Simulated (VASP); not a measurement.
# TiH (Fm-3m) in VASP: a series of runs

TiH is run at these levels: PBEsol; tasks: relaxation of cell and atoms.

Program: VASP 6.6.1. These are calculated values, not measurements. Logs are shortened: lines on timing, memory, paths and dates and some standing lists are left out, and cuts for length are marked.

### 1 The cell of the first run

It takes space group Fm-3m (No. 225, cubic). Conventional cell: a = 4.180 Å, b = 4.180 Å, c = 4.180 Å, α = 90.00°, β = 90.00°, γ = 90.00°. Ti (site symmetry m-3m) has 6 H at 2.09 Å within 2.8 Å. H (site symmetry m-3m) has 6 Ti at 2.09 Å within 2.8 Å.

### 2 Relaxation of cell and atoms, PBEsol, target pressure 10 GPa, at which the enthalpy is minimised

INCAR reads:

```
SYSTEM = TiH
ALGO = Normal ; EDIFF = 1E-7
EDIFFG = -0.01 ; ENCUT = 600
GGA = PS ; IBRION = 2
ISIF = 3 ; ISMEAR = -1
LASPH = .True. ; LCHARG = .False.
LREAL = .False. ; LWAVE = .False.
NELM = 100 ; NSW = 60
PREC = Accurate ; PSTRESS = 100.0
SIGMA = 0.1
```

KPOINTS reads:

```
k-points
0
Gamma
  7 7 7
  0 0 0
```

POSCAR reads:

```
TiH
1.0
    0.0000000000      2.0900000000      2.0900000000
    2.0900000000      0.0000000000      2.0900000000
    2.0900000000      2.0900000000      0.0000000000
Ti H
1 1
Direct
    0.0000000000      0.0000000000      0.0000000000
    0.5000000000      0.5000000000      0.5000000000
```

Potentials or basis: VASP PAW PBE potentials, release 64 (Ti_sv, H).

Run with:

```bash
$ cat potpaw_PBE.64/Ti_sv/POTCAR potpaw_PBE.64/H/POTCAR > POTCAR
$ mpirun -np 1 vasp_std > vasp.out
```

OUTCAR:

```text
SYSTEM = TiH
   EDIFF = 1E-7
   EDIFFG = -0.01
   ENCUT = 600
   GGA = PS
   IBRION = 2
   ISIF = 3
   ISMEAR = -1
   LASPH = .True.
   LREAL = .False.
   NELM = 100
   NSW = 60
   PREC = Accurate
   PSTRESS = 100.0

 ion  position               nearest neighbor table
   1  0.000  0.000  0.000-
   2  0.500  0.500  0.500-

  LATTYP: Found a face centered cubic cell.
 ALAT       =     4.1800000000

  Lattice vectors:

 A1 = (   0.0000000000,   2.0900000000,   2.0900000000)
 A2 = (   2.0900000000,   0.0000000000,   2.0900000000)
 A3 = (   2.0900000000,   2.0900000000,   0.0000000000)

Analysis of symmetry for initial positions (statically):
=====================================================================
 Subroutine PRICEL returns:
 Original cell was already a primitive cell.

 Routine SETGRP: Setting up the symmetry group for a
 face centered cubic supercell.

 Subroutine GETGRP returns: Found 48 space group operations
 (whereof 48 operations were pure point group operations)
 out of a pool of 48 trial point group operations.

The static configuration has the point symmetry O_h .

Analysis of symmetry for dynamics (positions and initial velocities):
=====================================================================
 Subroutine PRICEL returns:
 Original cell was already a primitive cell.

 Routine SETGRP: Setting up the symmetry group for a
 face centered cubic supercell.

 Subroutine GETGRP returns: Found 48 space group operations
 (whereof 48 operations were pure point group operations)
 out of a pool of 48 trial point group operations.

The dynamic configuration has the point symmetry O_h .

 Subroutine INISYM returns: Found 48 space group operations
 (whereof 48 operations are pure point group operations),
 and found     1 'primitive' translations

----------------------------------------------------------------------------------------

                                     Primitive cell

  volume of cell :      18.2587

  direct lattice vectors                    reciprocal lattice vectors
     0.000000000  2.090000000  2.090000000    -0.239234450  0.239234450  0.239234450
     2.090000000  0.000000000  2.090000000     0.239234450 -0.239234450  0.239234450
     2.090000000  2.090000000  0.000000000     0.239234450  0.239234450 -0.239234450

  length of vectors
     2.955706345  2.955706345  2.955706345     0.414366222  0.414366222  0.414366222

  position of ions in fractional coordinates (direct lattice)
     0.000000000  0.000000000  0.000000000
     0.500000000  0.500000000  0.500000000

  ion indices of the primitive-cell ions
   primitive index   ion index
                 1           1
                 2           2

----------------------------------------------------------------------------------------

 KPOINTS: k-points

Automatic generation of k-mesh.
 Grid dimensions read from file:
 generate k-points for:    7    7    7

 Generating k-lattice:

  Cartesian coordinates                     Fractional coordinates (reciprocal lattice)
    -0.034176350  0.034176350  0.034176350     0.142857143  0.000000000  0.000000000
     0.034176350 -0.034176350  0.034176350     0.000000000  0.142857143  0.000000000
     0.034176350  0.034176350 -0.034176350     0.000000000  0.000000000  0.142857143

  Length of vectors
     0.059195175  0.059195175  0.059195175

  Shift w.r.t. Gamma in fractional coordinates (k-lattice)
     0.000000000  0.000000000  0.000000000

 Subroutine IBZKPT returns following result:
 ===========================================

 Found     20 irreducible k-points:

 Following reciprocal coordinates:
            Coordinates               Weight
  0.000000  0.000000  0.000000      1.000000
  0.142857  0.000000  0.000000      8.000000
  0.285714  0.000000  0.000000      8.000000
  0.428571  0.000000  0.000000      8.000000
  0.142857  0.142857  0.000000      6.000000
  0.285714  0.142857  0.000000     24.000000
[... 12 lines left out ...]
 -0.428571  0.428571  0.142857     24.000000
 -0.285714  0.428571  0.142857     24.000000
   k-points           NKPTS =     20   k-points in BZ     NKDIM =     20   number of bands    NBANDS=     10
   number of dos      NEDOS =    301   number of ions     NIONS =      2
   total plane-waves  NPLWV =  13824
   dimension x,y,z NGX =    24 NGY =   24 NGZ =   24
   dimension x,y,z NGXF=    48 NGYF=   48 NGZF=   48
   ions per type =               1   1
   NGX,Y,Z   is equivalent  to a cutoff of  13.50, 13.50, 13.50 a.u.
   NGXF,Y,Z  is equivalent  to a cutoff of  27.00, 27.00, 27.00 a.u.
 SYSTEM =  TiH
   PREC   = accura    normal or accurate (medium, high low for compatibility)
   ISTART =      0    job   : 0-new  1-cont  2-samecut
   ICHARG =      2    charge: 1-file 2-atom 10-const
   ISPIN  =      1    spin polarized calculation?
   LNONCOLLINEAR =      F non collinear calculations
   LSORBIT =      F    spin-orbit coupling
   LASPH  =      T    aspherical Exc in radial PAW
   ENCUT  =  600.0 eV  44.10 Ry    6.64 a.u.   5.90  5.90  5.90*2*pi/ulx,y,z
   NELM   =    100;   NELMIN=  2; NELMDL= -5     # of ELM steps
   EDIFF  = 0.1E-06   stopping-criterion for ELM
   LREAL  =      F    real-space projection
   EDIFFG = -.1E-01   stopping-criterion for IOM
   NSW    =     60    number of steps for IOM
   IBRION =      2    ionic relax: 0-MD 1-quasi-New 2-CG
   NFREE  =      1    steps in history (QN), initial steepest desc. (CG)
   ISIF   =      3    stress and relaxation
   ISYM   =      2    0-nonsym 1-usesym 2-fastsym
   POTIM  = 0.5000    time-step for ionic-motion
   TEBEG  =    0.0;   TEEND  =   0.0 temperature during run
   PSTRESS=  100.0 pullay stress
   NELECT =      13.0000    total number of electrons
   NUPDOWN=      -1.0000    fix difference up-down
   EMIN   =  10.00;   EMAX   =-10.00  energy-range for DOS
   EFERMI =   0.00;   METHOD = LEGACY
   ISMEAR =    -1;   SIGMA  =   0.10  broadening in eV -4-tet -1-fermi 0-gaus
   EFERMI_NEDOS =   21; number of points for ismear=-14 and -15
   IALGO  =     38    algorithm
   IMIX   =      4    mixing-type and parameters
     AMIX     =   0.40;   BMIX     =  1.00
     AMIX_MAG =   1.60;   BMIX_MAG =  1.00
  volume/ion in A,a.u.               =       9.13        61.61
  Fermi-wavevector in a.u.,A,eV,Ry     =   1.461839  2.762476 29.075302  2.136974
  Thomas-Fermi vector in A             =   2.578124
   LORBIT       =      0    0 simple, 1 ext, 2 COOP (PROOUT), +10 PAW based schemes
   GGA     = PS    functional components
   LHFCALC =     F    Hartree Fock is set to
   AEXX    =    0.0000 exact exchange contribution
   IVDW    =     0    specifies the selected vdW correction
   LEPSILON=     F    determine dielectric tensor
   LRPA    =     F    only Hartree local field effects (RPA)
 conjugate gradient relaxation of ions
 non-spin polarized calculation
  energy-cutoff  :      600.00
  volume of cell :       18.26
 maximum number of plane-waves:       620
   NGX = 11   NGY = 11   NGZ = 11

--------------------------------------- Ionic step        1  -------------------------------------------

 number of electron      12.9999996 magnetization

 Free energy of the ion-electron system (eV)
  ---------------------------------------------------
  ext. energy  EPLUGINS =         0.00000000
  ---------------------------------------------------
  free energy    TOTEN  =       -12.44418608 eV

  energy without entropy =      -12.37606283  energy(sigma->0) =      -12.41012446

------------------------ aborting loop because EDIFF is reached ----------------------------------------

  FORCE on cell =-STRESS in cart. coord.  units (eV):
  Direction    XX          YY          ZZ          XY          YZ          ZX
  --------------------------------------------------------------------------------------
  -------------------------------------------------------------------------------------
  Total       -0.3659613     -0.3659613     -0.3659613      0.0000000      0.0000000     -0.0000000
  in kB      -32.1127065    -32.1127065    -32.1127065      0.0000000      0.0000000     -0.0000000
  external PRESSURE =    -132.1127065 kB  Pullay stress =     100.0000000 kB

 VOLUME and BASIS-vectors are now :
 -----------------------------------------------------------------------------
  energy-cutoff  :      600.00
  volume of cell :       18.26
      direct lattice vectors                 reciprocal lattice vectors
     0.000000000  2.090000000  2.090000000    -0.239234450  0.239234450  0.239234450
     2.090000000  0.000000000  2.090000000     0.239234450 -0.239234450  0.239234450
     2.090000000  2.090000000  0.000000000     0.239234450  0.239234450 -0.239234450
[... 46 lines left out ...]
  FREE ENERGIE OF THE ION-ELECTRON SYSTEM (eV)
  ---------------------------------------------------
  free  energy   TOTEN  =       -12.3821757573 eV

  energy  without entropy=      -12.3173554727  energy(sigma->0) =      -12.34976562

  enthalpy is  TOTEN    =       -11.3622665019 eV   P V=        1.0199092554

--------------------------------------- Ionic step        3  -------------------------------------------

 number of electron      13.0000002 magnetization

 Free energy of the ion-electron system (eV)
  ---------------------------------------------------
  ext. energy  EPLUGINS =         0.00000000
  ---------------------------------------------------
  free energy    TOTEN  =       -12.41669879 eV

  energy without entropy =      -12.35052883  energy(sigma->0) =      -12.38361381

 E-fermi :   9.6424     XC(G=0): -12.4676

 val. band max:        9.5644111055   @ k =  -0.2857   0.1429   0.0000
 cond. band min:       9.6580922164   @ k =   0.1429   0.1429   0.0000
 fundamental gap:      0.0936811108
 Fermi energy:         9.6424447318

 k-point     1 :       0.0000    0.0000    0.0000
  band No.  band energies     occupation
      1     -46.7379      2.00000
      2     -22.6765      2.00000
      3     -22.6765      2.00000
      4     -22.6765      2.00000
      5      -0.2611      2.00000
      6      10.3197      0.00229
      7      10.3197      0.00229
      8      10.3197      0.00229
      9      11.9868      0.00000
     10      11.9868      0.00000

 k-point     2 :       0.1429    0.0000    0.0000
  band No.  band energies     occupation
      1     -46.7091      2.00000
      2     -22.8410      2.00000
      3     -22.6952      2.00000
      4     -22.6952      2.00000
      5       0.3479      2.00000
      6       9.8350      0.25444
      7      10.5110      0.00034
      8      10.5110      0.00034
      9      11.8252      0.00000
     10      11.8252      0.00000
[... 254 lines left out ...]
 POSITION                                       TOTAL-FORCE (eV/Angst)
 -----------------------------------------------------------------------------------
      0.00000      0.00000      0.00000        -0.000000     -0.000000      0.000000
      2.03209      2.03209      2.03209         0.000000      0.000000     -0.000000
 -----------------------------------------------------------------------------------
    total drift:                                0.000000     -0.000000     -0.000000

  FREE ENERGIE OF THE ION-ELECTRON SYSTEM (eV)
  ---------------------------------------------------
  free  energy   TOTEN  =       -12.4166987949 eV

  energy  without entropy=      -12.3505288266  energy(sigma->0) =      -12.38361381

  enthalpy is  TOTEN    =       -11.3692177525 eV   P V=        1.0474810424

 reached required accuracy - stopping structural energy minimisation
```

Wall time 27 s (1 thread of Intel Xeon 8259CL, shared host); peak memory 0.15 GiB.

Results:

```yaml
Free_energy: -12.4167 eV
Relaxed_volume: 8.39 Å³/atom
Relaxed_cell: a = 2.874 Å, b = 2.874 Å, c = 2.874 Å, α = 60.00°, β = 60.00°, γ = 60.00°
Space_group_after_relaxing_to_0.05_Å: Fm-3m (No. 225)
Energy_change_on_relaxing_the_enthalpy_is_what_falls: +13.7 meV/atom
Ionic_steps: 3
Pressure_after_relaxing: 10.0 GPa
```

The path:
| step | energy change (eV) | largest force (eV/Å) | pressure (GPa) | volume (Å³) |
| --- | --- | --- | --- | --- |
| 1 | 0.0000 | 0.0000 | -3.21 | 18.26 |
| 2 | 0.0620 | 0.0000 | 15.10 | 16.34 |
| 3 | 0.0275 | 0.0000 | 10.05 | 16.78 |

Final structure:
```yaml
crystal:
  lattice:
    - [0.00000, 2.03209, 2.03209]
    - [2.03209, 0.00000, 2.03209]
    - [2.03209, 2.03209, 0.00000]
  atoms:
    - { symbol: Ti, position: [0.00000, 0.00000, 0.00000] }
    - { symbol: H, position: [0.50000, 0.50000, 0.50000] }
```

Levels at points of the mesh, in eV from the Fermi level:
```csv
k point,band 4,band 5,band 6,band 7,band 8,band 9
"(0.00, 0.00, 0.00)",-32.32,-9.90,0.68,0.68,0.68,2.34
```

Caveat: the k points lie up to 0.38 Å⁻¹ apart in the final cell; the cell is relaxed towards a set pressure, so the enthalpy falls and the energy may rise; the PAW data sets were made with another functional, which shifts forces and pressure a little.

### 3 Relaxation of cell and atoms, PBEsol, target pressure 20 GPa, at which the enthalpy is minimised

INCAR reads:

```
ALGO = Normal ; EDIFF = 1E-6
EDIFFG = -0.01 ; ENCUT = 600
GGA = PS ; IBRION = 2
ISIF = 3 ; ISMEAR = -1
LASPH = True ; LCHARG = False
LREAL = False ; LWAVE = False
NELM = 80 ; NSW = 60
PREC = Accurate ; PSTRESS = 200.0
SIGMA = 0.1
```

KPOINTS reads:

```
k-points
0
Gamma
  7 7 7
```

POSCAR is that of step 2.

Potentials or basis: VASP PAW PBE potentials, release 64 (Ti_sv, H).

Run with:

```bash
$ cat potpaw_PBE.64/Ti_sv/POTCAR potpaw_PBE.64/H/POTCAR > POTCAR
$ mpirun -np 1 vasp_std > vasp.out
```

Run time: 30 s. Hardware: 1 thread of Intel Xeon 8259CL, shared host; peak memory 0.15 GiB.

It converged, with:

```yaml
Free_energy: -12.3394 eV
Relaxed_volume: 7.97 Å³/atom
Relaxed_cell: a = 2.825 Å, b = 2.825 Å, c = 2.825 Å, α = 60.00°, β = 60.00°, γ = 60.00°
Space_group_after_relaxing_to_0.05_Å: Fm-3m (No. 225)
Energy_change_on_relaxing_the_enthalpy_is_what_falls: +52.4 meV/atom
Ionic_steps: 4
Pressure_after_relaxing: 20.0 GPa
```

The path:
```
step  energy change (eV)  largest force (eV/Å)  pressure (GPa)  volume (Å³)
   1              0.0000                0.0000           -4.33        18.26
   2              0.3024                0.0000           37.54        14.83
   3              0.0995                0.0000           19.52        15.99
   4              0.1048                0.0000           20.04        15.95
```

Final structure:
```yaml
crystal:
  lattice:
    - [0.00000, 1.99791, 1.99791]
    - [1.99791, 0.00000, 1.99791]
    - [1.99791, 1.99791, 0.00000]
  atoms:
    - { symbol: Ti, position: [0.00000, 0.00000, 0.00000] }
    - { symbol: H, position: [0.50000, 0.50000, 0.50000] }
```

Levels at points of the mesh, in eV from the Fermi level:
```csv
k point,band 3,band 4,band 5,band 6,band 7,band 8,band 9,band 10
"(0.00, 0.00, 0.00)",-32.18,-32.18,-10.14,0.68,0.68,0.68,2.47,2.47
```

Caveat: the k points lie up to 0.39 Å⁻¹ apart in the final cell; the cell is relaxed towards a set pressure, so the enthalpy falls and the energy may rise; the PAW data sets were made with another functional, which shifts forces and pressure a little.

### 4 Relaxation of cell and atoms, PBEsol, target pressure 30 GPa, at which the enthalpy is minimised

INCAR reads:

```
SYSTEM = TiH
PREC     = Accurate       ! precision mode
ENCUT    = 600            ! plane-wave cutoff, eV
EDIFF    = 1E-7           ! SCF threshold, eV
ISMEAR   = -1             ! smearing method
SIGMA    = 0.1            ! smearing width, eV
LREAL    = .FALSE.        ! projectors in reciprocal space
LASPH    = .TRUE.         ! aspherical terms in the spheres
NELM     = 60             ! most SCF steps
ALGO     = Normal         ! electronic algorithm
ISIF     = 3              ! what is computed and relaxed
LWAVE    = .FALSE.        ! write WAVECAR
LCHARG   = .FALSE.        ! write CHGCAR
GGA      = PS             ! functional
IBRION   = 2              ! ionic algorithm
NSW      = 60             ! ionic steps
EDIFFG   = -0.01          ! ionic threshold
PSTRESS  = 300.0
```

KPOINTS reads:

```
regular mesh
0
G
  7 7 7
  0 0 0
```

POSCAR is that of step 3.

Run with:

```bash
$ cat potpaw_PBE.64/Ti_sv/POTCAR potpaw_PBE.64/H/POTCAR > POTCAR
$ mpirun -np 1 vasp_std > vasp.out
```

It took 46 s on 1 thread of Intel Xeon 8259CL, shared host; peak memory 0.15 GiB.

The run converged. Its results:

```yaml
Free_energy: -12.2347 eV
Relaxed_volume: 7.64 Å³/atom
Relaxed_cell: a = 2.785 Å, b = 2.785 Å, c = 2.785 Å, α = 60.00°, β = 60.00°, γ = 60.00°
Space_group_after_relaxing_to_0.05_Å: Fm-3m (No. 225)
Energy_change_on_relaxing_the_enthalpy_is_what_falls: +104.7 meV/atom
Ionic_steps: 6
Pressure_after_relaxing: 30.0 GPa
```

Step by step:
| step | energy change (eV) | largest force (eV/Å) | pressure (GPa) | volume (Å³) |
| --- | --- | --- | --- | --- |
| 1 | 0.0000 | 0.0000 | -3.21 | 18.26 |
| 2 | 0.6502 | 0.0000 | 62.08 | 13.70 |
| 3 | 0.2054 | 0.0000 | 29.65 | 15.30 |
| 4 | 0.2159 | 0.0000 | 30.55 | 15.24 |
| 5 | 0.2058 | 0.0000 | 29.70 | 15.30 |
| 6 | 0.2095 | 0.0000 | 29.99 | 15.28 |

Final structure:
```
Ti H
1.0
     0.00000    1.96937    1.96937
     1.96937    0.00000    1.96937
     1.96937    1.96937    0.00000
Ti H
1 1
Direct
  0.00000 0.00000 0.00000
  0.50000 0.50000 0.50000
```

Levels at points of the mesh, in eV from the Fermi level:
| k point | band 2 | band 3 | band 4 | band 5 | band 6 | band 7 | band 8 | band 9 | band 10 |
| --- | --- | --- | --- | --- | --- | --- | --- | --- | --- |
| (0.00, 0.00, 0.00) | -32.06 | -32.06 | -32.06 | -10.34 | 0.68 | 0.68 | 0.68 | 2.57 | 2.57 |

Caveat: the k points lie up to 0.39 Å⁻¹ apart in the final cell; the cell is relaxed towards a set pressure, so the enthalpy falls and the energy may rise; the volume moved by over 15 % at a fixed basis, so the end points are rough; the PAW data sets were made with another functional, which shifts forces and pressure a little.

### 5 The runs side by side

| cell | gap on the mesh (eV) | pressure (GPa) |
| --- | --- | --- |
| relaxed to 10 GPa | none | 10.0 |
| relaxed to 20 GPa | none | 20.0 |
| relaxed to 30 GPa | none | 30.0 |

Alike in all rows: task relaxation of cell and atoms; level PBEsol; potentials or basis VASP PAW PBE potentials, release 64 (Ti_sv, H); no spin polarisation; k mesh 7 × 7 × 7; cutoff (eV) 600; smearing fermi-dirac 0.1 eV.

Caveats: all runs use coarse meshes; the cell is relaxed towards a set pressure, so the enthalpy falls and the energy may rise; the PAW data sets were made with another functional, which shifts forces and pressure a little; the volume moved by over 15 % at a fixed basis, so the end points are rough (some runs).

Absolute energies hang on the potentials; compare differences alone.
